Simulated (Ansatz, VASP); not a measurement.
# Two plane-wave programs on TiB2

File INCAR:

```
SYSTEM = TiB2
ALGO     = Normal         ! electronic algorithm
EDIFF    = 1E-6           ! SCF threshold, eV
EDIFFG   = -0.005         ! ionic threshold
ENCUT    = 600            ! plane-wave cutoff, eV
GGA      = PE             ! functional
IBRION   = 2              ! ionic algorithm
ISIF     = 3              ! what is computed and relaxed
ISMEAR   = 0              ! smearing method
LASPH    = .True.         ! aspherical terms in the spheres
LCHARG   = .False.        ! write CHGCAR
LREAL    = .False.        ! projectors in reciprocal space
LWAVE    = .False.        ! write WAVECAR
NELM     = 100            ! most SCF steps
NSW      = 100            ! ionic steps
PREC     = Accurate       ! precision mode
SIGMA    = 0.1            ! smearing width, eV
```

File KPOINTS:

```
k-points
0
Gamma
  15 15 14
  0 0 0
```

File POSCAR:

```
TiB2
1.0
    3.0291982016      0.0000000000      0.0000000000
   -1.5145991008      2.6233625957      0.0000000000
    0.0000000000      0.0000000000      3.2284000000
Ti B
1 2
Direct
    0.0000000000      0.0000000000      0.0000000000
    0.3333333333      0.6666666667      0.5000000000
    0.6666666667      0.3333333333      0.5000000000
```

Input for Ansatz:

```yaml
crystal:
  lattice:
    - [3.0291982016, 0.0, 0.0]
    - [-1.5145991008, 2.6233625957, 0.0]
    - [0.0, 0.0, 3.2284]
  atoms:
    - { symbol: Ti, position: [0.0, 0.0, 0.0] }
    - { symbol: B, position: [0.3333333333, 0.6666666667, 0.5] }
    - { symbol: B, position: [0.6666666667, 0.3333333333, 0.5] }
basis:
  ecutwfc: 420
kpoints:
  mp_grid: { grid: [15, 15, 14] }
hamiltonian:
  xc: pbe
scf:
  occupations: { method: gaussian, width: 0.1 }
output:
  forces: true
  stress: true
  eigenvalues: true
relax:
  adjacent_minimum: "off"
  f_tol: 0.005
  max_steps: 80
  cell: { stress_tol: 0.05 }
```

Alike in both runs: task relaxation of cell and atoms; functional PBE; k mesh 15 × 15 × 14; occupations gaussian, width 0.1 eV; no spin polarisation.

|  | VASP | Ansatz |
| --- | --- | --- |
| version | VASP 6.6.1 | Ansatz 0.2.0 |
| potentials or method | VASP PAW PBE potentials, release 64 (Ti_sv, B), cutoff 600 eV | scalar-relativistic, plane waves, PAW |
| valence electrons in the cell | 18 | 18 |

VASP gave:

| Property | Result |
| --- | --- |
| gap on the k mesh at the Fermi level, each at its own relaxed structure (eV) | none |
| relaxed volume (Å³/atom) | 8.56 |
| relaxed cell length with the largest relative difference (Å) | 3.033 |

Which values does Ansatz return?

gap on the k mesh at the Fermi level, each at its own relaxed structure (eV): none; relaxed volume (Å³/atom): 8.55; relaxed cell length with the largest relative difference (Å): 3.032.

A gap of «none» marks a metal or a gap that the smearing closes.
